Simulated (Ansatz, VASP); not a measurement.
# One calculation of Pb, two programs

```
Pb
1.0
     0.00000    2.44858    2.44858
     2.44858    0.00000    2.44858
     2.44858    2.44858    0.00000
Pb
1
Direct
  0.00000 0.00000 0.00000
```

Alike in both runs: task single point; functional PBE; k mesh 18 × 18 × 18; occupations fermi-dirac, width 0.1 eV; no spin polarisation.

|  | VASP | Ansatz |
| --- | --- | --- |
| version | VASP 6.6.1 | Ansatz 0.2.0 |
| potentials or method | VASP PAW PBE potentials, release 64 (Pb_d), cutoff 520 eV | plane waves (420 eV) with PAW, scalar-relativistic |
| valence electrons in the cell | 14 | 14 |

```tsv
	VASP	Ansatz	Ansatz less VASP
pressure (GPa)	4.1	4.2	+0.06
```

The functional is the same, so the differences come from potentials, cutoffs and numerics.

Neither program's run includes spin-orbit coupling.
